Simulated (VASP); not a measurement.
Write the native input for VASP 6.6.1 that does the following.

- Task: single point
- Functional: LDA
- Potentials or basis: VASP PAW LDA potentials, release 64 (Ir_sv_GW)
- Cutoff: 560 eV
- k mesh: 22 × 22 × 22
- Occupations: gaussian, width 0.15 eV
- Spin: no spin polarisation
- Dipole correction: no
- Further INCAR settings: ALGO = Normal; EDIFF = 1e-06; NBANDS = 14

The structure of Ir lies in POSCAR:

```
Ir
1.0
    0.0000000000      2.0058701901      1.8568340350
    2.0058701901      0.0000000000      1.8568340350
    2.0058701901      2.0058701901      0.0000000000
Ir
1
Direct
    0.0000000000      0.0000000000      0.0000000000
```

One way to write it, as run:

INCAR

```
SYSTEM = Ir
  PREC = Accurate
  ENCUT = 560
  EDIFF = 1E-6
  ISMEAR = 0
  SIGMA = 0.15
  LREAL = .False.
  LASPH = .True.
  NELM = 120
  ALGO = Normal
  ISIF = 2
  LWAVE = .False.
  LCHARG = .False.
  GGA = CA
  NBANDS = 14
  GGA_COMPAT = .False.
```

KPOINTS

```
Automatic mesh
0
Gamma
  22 22 22
  0 0 0
```

Potentials or basis: VASP PAW LDA potentials, release 64 (Ir_sv_GW).

The run is started by

```sh
$ cat potpaw_LDA.64/Ir_sv_GW/POTCAR > POTCAR
$ mpirun -np 1 vasp_std > vasp.out
```

It gave:

* Pressure: -24.9 GPa
* Band gap on the k mesh: zero (an odd number of electrons rules out a gap without spin polarisation)

Caveat: the stress differs along the axes, from -33 to -9 GPa; spin-orbit coupling is left out, which moves the levels of the heavy elements.

Wall time 2.5 min on 1 thread of Intel(R) Xeon(R) Platinum 8375C CPU @ 2.90GHz (Ice Lake) (shared host), peak memory 0.31 GiB.
